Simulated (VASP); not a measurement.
# SnO2 (P4_2/mnm) in VASP: a series of runs, part 2 of 2

VASP 6.6.1. Earlier steps stand in the parts before.

### 3 Relaxation of cell and atoms, PBEsol

INCAR

```
PREC = Accurate ; ENCUT = 600
EDIFF = 1E-7 ; ISMEAR = 0
SIGMA = 0.01 ; LREAL = F
LASPH = T ; NELM = 120
ALGO = Normal ; ISIF = 3
LWAVE = F ; LCHARG = F
GGA = PS ; IBRION = 2
NSW = 80 ; EDIFFG = -0.001
GGA_COMPAT = F ; NELMIN = 4
```

KPOINTS

```
Automatic mesh
0
Gamma
  6 6 8
```

POSCAR

```
SnO2
1.0
    4.7689900198      0.0000000000      0.0000000000
    0.0000000000      4.7689900198      0.0000000000
    0.0000000000      0.0000000000      3.2120647286
Sn O
2 4
Direct
    0.0000000000      0.0000000000      0.0000000000
    0.5000000000      0.5000000000      0.5000000000
    0.3062763835      0.3062763835      0.0000000000
    0.1937236165      0.8062763835      0.5000000000
    0.6937236165      0.6937236165      0.0000000000
    0.8062763835      0.1937236165      0.5000000000
```

Potentials or basis: VASP PAW PBE potentials, release 64 (Sn_d, O).

Command:

```bash
$ cat potpaw_PBE.64/Sn_d/POTCAR potpaw_PBE.64/O/POTCAR > POTCAR
$ mpirun -np 1 vasp_std > vasp.out
```

OUTCAR:

```text
PREC = Accurate
   ENCUT = 600
   EDIFF = 1E-7
   ISMEAR = 0
   LREAL = F
   LASPH = T
   NELM = 120
   ISIF = 3
   GGA = PS
   IBRION = 2
   NSW = 80
   EDIFFG = -0.001
   NELMIN = 4

 ion  position               nearest neighbor table
   1  0.000  0.000  0.000-   3 2.07   5 2.07   4 2.07   6 2.07   4 2.07   6 2.07   2 3.74   2 3.74
                             2 3.74   2 3.74   2 3.74   2 3.74   2 3.74   2 3.74
   2  0.500  0.500  0.500-   4 2.07   6 2.07   5 2.07   3 2.07   3 2.07   5 2.07   1 3.74   1 3.74
                             1 3.74   1 3.74   1 3.74   1 3.74   1 3.74   1 3.74
   3  0.306  0.306  0.000-   1 2.07   2 2.07   2 2.07
   4  0.194  0.806  0.500-   2 2.07   1 2.07   1 2.07
   5  0.694  0.694  0.000-   1 2.07   2 2.07   2 2.07
   6  0.806  0.194  0.500-   2 2.07   1 2.07   1 2.07

  LATTYP: Found a simple tetragonal cell.
 ALAT       =     4.7689900198
 C/A-ratio  =     0.6735314428

  Lattice vectors:

 A1 = (   4.7689900198,   0.0000000000,   0.0000000000)
 A2 = (   0.0000000000,   4.7689900198,   0.0000000000)
 A3 = (   0.0000000000,   0.0000000000,   3.2120647286)

Analysis of symmetry for initial positions (statically):
=====================================================================
 Subroutine PRICEL returns:
 Original cell was already a primitive cell.

 Routine SETGRP: Setting up the symmetry group for a
 simple tetragonal supercell.

 Subroutine GETGRP returns: Found 16 space group operations
 (whereof  8 operations were pure point group operations)
 out of a pool of 16 trial point group operations.

The static configuration has the point symmetry D_2h.
 The point group associated with its full space group is D_4h.

Analysis of symmetry for dynamics (positions and initial velocities):
=====================================================================
 Subroutine PRICEL returns:
 Original cell was already a primitive cell.

 Routine SETGRP: Setting up the symmetry group for a
 simple tetragonal supercell.

 Subroutine GETGRP returns: Found 16 space group operations
 (whereof  8 operations were pure point group operations)
 out of a pool of 16 trial point group operations.

The dynamic configuration has the point symmetry D_2h.
 The point group associated with its full space group is D_4h.

 Subroutine INISYM returns: Found 16 space group operations
 (whereof  8 operations are pure point group operations),
 and found     1 'primitive' translations

----------------------------------------------------------------------------------------

                                     Primitive cell

  volume of cell :      73.0528

  direct lattice vectors                    reciprocal lattice vectors
     4.768990020  0.000000000  0.000000000     0.209688004  0.000000000  0.000000000
     0.000000000  4.768990020  0.000000000     0.000000000  0.209688004  0.000000000
     0.000000000  0.000000000  3.212064729     0.000000000  0.000000000  0.311326229

  length of vectors
     4.768990020  4.768990020  3.212064729     0.209688004  0.209688004  0.311326229

  position of ions in fractional coordinates (direct lattice)
     0.000000000  0.000000000  0.000000000
[... 43 lines left out ...]
  0.000000  0.000000  0.000000      1.000000
  0.166667  0.000000  0.000000      4.000000
  0.333333  0.000000  0.000000      4.000000
  0.500000  0.000000  0.000000      2.000000
  0.166667  0.166667  0.000000      4.000000
  0.333333  0.166667  0.000000      8.000000
[... 16 lines left out ...]
  0.333333  0.000000  0.250000      8.000000
  0.500000  0.000000  0.250000      4.000000
 [... further k-points ...]
   k-points           NKPTS =     50   k-points in BZ     NKDIM =     50   number of bands    NBANDS=     31
   number of dos      NEDOS =    301   number of ions     NIONS =      6
   total plane-waves  NPLWV =  44800
   dimension x,y,z NGX =    40 NGY =   40 NGZ =   28
   dimension x,y,z NGXF=    80 NGYF=   80 NGZF=   56
   ions per type =               2   4
   NGX,Y,Z   is equivalent  to a cutoff of  13.94, 13.94, 14.49 a.u.
   NGXF,Y,Z  is equivalent  to a cutoff of  27.89, 27.89, 28.98 a.u.
 SYSTEM =  unknown system
   PREC   = accura    normal or accurate (medium, high low for compatibility)
   ISTART =      0    job   : 0-new  1-cont  2-samecut
   ICHARG =      2    charge: 1-file 2-atom 10-const
   ISPIN  =      1    spin polarized calculation?
   LNONCOLLINEAR =      F non collinear calculations
   LSORBIT =      F    spin-orbit coupling
   LASPH  =      T    aspherical Exc in radial PAW
   ENCUT  =  600.0 eV  44.10 Ry    6.64 a.u.   9.52  9.52  6.42*2*pi/ulx,y,z
   NELM   =    120;   NELMIN=  4; NELMDL= -5     # of ELM steps
   EDIFF  = 0.1E-06   stopping-criterion for ELM
   LREAL  =      F    real-space projection
   EDIFFG = -.1E-02   stopping-criterion for IOM
   NSW    =     80    number of steps for IOM
   IBRION =      2    ionic relax: 0-MD 1-quasi-New 2-CG
   NFREE  =      1    steps in history (QN), initial steepest desc. (CG)
   ISIF   =      3    stress and relaxation
   ISYM   =      2    0-nonsym 1-usesym 2-fastsym
   POTIM  = 0.5000    time-step for ionic-motion
   TEBEG  =    0.0;   TEEND  =   0.0 temperature during run
   PSTRESS=    0.0 pullay stress
   NELECT =      52.0000    total number of electrons
   NUPDOWN=      -1.0000    fix difference up-down
   EMIN   =  10.00;   EMAX   =-10.00  energy-range for DOS
   EFERMI =   0.00;   METHOD = LEGACY
   ISMEAR =     0;   SIGMA  =   0.01  broadening in eV -4-tet -1-fermi 0-gaus
   EFERMI_NEDOS =   21; number of points for ismear=-14 and -15
   IALGO  =     38    algorithm
   IMIX   =      4    mixing-type and parameters
     AMIX     =   0.40;   BMIX     =  1.00
     AMIX_MAG =   1.60;   BMIX_MAG =  1.00
  volume/ion in A,a.u.               =      12.18        82.16
  Fermi-wavevector in a.u.,A,eV,Ry     =   1.461718  2.762246 29.070470  2.136619
  Thomas-Fermi vector in A             =   2.578016
   LORBIT       =      0    0 simple, 1 ext, 2 COOP (PROOUT), +10 PAW based schemes
   GGA     = PS    functional components
   LHFCALC =     F    Hartree Fock is set to
   AEXX    =    0.0000 exact exchange contribution
   IVDW    =     0    specifies the selected vdW correction
   LEPSILON=     F    determine dielectric tensor
   LRPA    =     F    only Hartree local field effects (RPA)
 conjugate gradient relaxation of ions
 non-spin polarized calculation
 Gauss-broadening in eV      SIGMA  =   0.01
  energy-cutoff  :      600.00
  volume of cell :       73.05
 maximum number of plane-waves:      2461
 NGX is ok and might be reduce to    40
   NGX = 19   NGY = 19   NGZ = 13

--------------------------------------- Ionic step        1  -------------------------------------------

 number of electron      52.0000006 magnetization

 Free energy of the ion-electron system (eV)
  ---------------------------------------------------
  ext. energy  EPLUGINS =         0.00000000
  ---------------------------------------------------
  free energy    TOTEN  =       -39.67887561 eV

  energy without entropy =      -39.67887561  energy(sigma->0) =      -39.67887561

------------------------ aborting loop because EDIFF is reached ----------------------------------------

  FORCE on cell =-STRESS in cart. coord.  units (eV):
  Direction    XX          YY          ZZ          XY          YZ          ZX
  --------------------------------------------------------------------------------------
  -------------------------------------------------------------------------------------
  Total        0.1846192      0.1846192      0.3139250      0.0000000      0.0000000      0.0000000
  in kB        4.0490231      4.0490231      6.8849272      0.0000000      0.0000000      0.0000000
  external PRESSURE =       4.9943244 kB  Pullay stress =       0.0000000 kB
[... 267 lines left out ...]
--------------------------------------- Ionic step        8  -------------------------------------------

 number of electron      52.0000006 magnetization

 Free energy of the ion-electron system (eV)
  ---------------------------------------------------
  ext. energy  EPLUGINS =         0.00000000
  ---------------------------------------------------
  free energy    TOTEN  =       -39.67916917 eV

  energy without entropy =      -39.67916917  energy(sigma->0) =      -39.67916917

 E-fermi :   5.8190     XC(G=0): -11.4135

 val. band max:        5.7481640367   @ k =   0.0000   0.0000   0.0000
 cond. band min:       6.6336202745   @ k =   0.0000   0.0000   0.0000
 fundamental gap:      0.8854562378
 Fermi energy:         5.8190381495

 k-point     1 :       0.0000    0.0000    0.0000
  band No.  band energies     occupation
      1     -15.2503      2.00000
      2     -14.5041      2.00000
      3     -14.2666      2.00000
      4     -14.2410      2.00000
      5     -14.2410      2.00000
      6     -14.1737      2.00000
[... 805 lines left out ...]
     30      14.1887      0.00000
     31      14.9174      0.00000

 [... further k-points ...]
[... 5 lines left out ...]
  --------------------------------------------------------------------------------------
  -------------------------------------------------------------------------------------
  Total       -0.0014973     -0.0014973     -0.0032013      0.0000000      0.0000000      0.0000000
  in kB       -0.0327613     -0.0327613     -0.0700464      0.0000000      0.0000000      0.0000000
  external PRESSURE =      -0.0451897 kB  Pullay stress =       0.0000000 kB
[... 21 lines left out ...]
  FREE ENERGIE OF THE ION-ELECTRON SYSTEM (eV)
  ---------------------------------------------------
  free  energy   TOTEN  =       -39.6791691742 eV

  energy  without entropy=      -39.6791691742  energy(sigma->0) =      -39.67916917

 reached required accuracy - stopping structural energy minimisation
```

Run time: 9.4 min. Hardware: 1 thread of Oxide Virtual Turin-like, shared host; peak memory 0.25 GiB.

Results:

- Free energy: -39.6792 eV
- Relaxed volume: 12.20 Å³/atom
- Relaxed cell: a = 4.772 Å, b = 4.772 Å, c = 3.216 Å, α = 90.00°, β = 90.00°, γ = 90.00°
- Space group after relaxing (to 0.1 Å): P4_2/mnm (No. 136)
- Energy gained by relaxing: 0.0 meV/atom
- Ionic steps: 8
- Pressure after relaxing: 0.0 GPa
- Band gap on the k mesh: 0.89 eV

The path:
```
step  energy change (eV)  largest force (eV/Å)  pressure (GPa)  volume (Å³)
   1              0.0000                0.0147            0.50        73.05
   2              0.0002                0.0226           -0.66        73.45
   3             -0.0003                0.0014            0.00        73.22
   4             -0.0003                0.0017           -0.02        73.23
   5             -0.0003                0.0000            0.03        73.22
   6             -0.0003                0.0007            0.00        73.22
   7             -0.0003                0.0003            0.01        73.22
   8             -0.0003                0.0001            0.00        73.22
```

Final structure:
```yaml
crystal:
  lattice:
    - [4.77160, 0.00000, 0.00000]
    - [0.00000, 4.77160, 0.00000]
    - [0.00000, 0.00000, 3.21601]
  atoms:
    - { symbol: Sn, position: [0.00000, 0.00000, 0.00000] }
    - { symbol: Sn, position: [0.50000, 0.50000, 0.50000] }
    - { symbol: O, position: [0.30625, 0.30625, 0.00000] }
    - { symbol: O, position: [0.19375, 0.80625, 0.50000] }
    - { symbol: O, position: [0.69375, 0.69375, 0.00000] }
    - { symbol: O, position: [0.80625, 0.19375, 0.50000] }
```

Caveat: the PAW data sets were made with another functional, which shifts forces and pressure a little; spin-orbit coupling is left out, which moves the levels of the heavy elements.
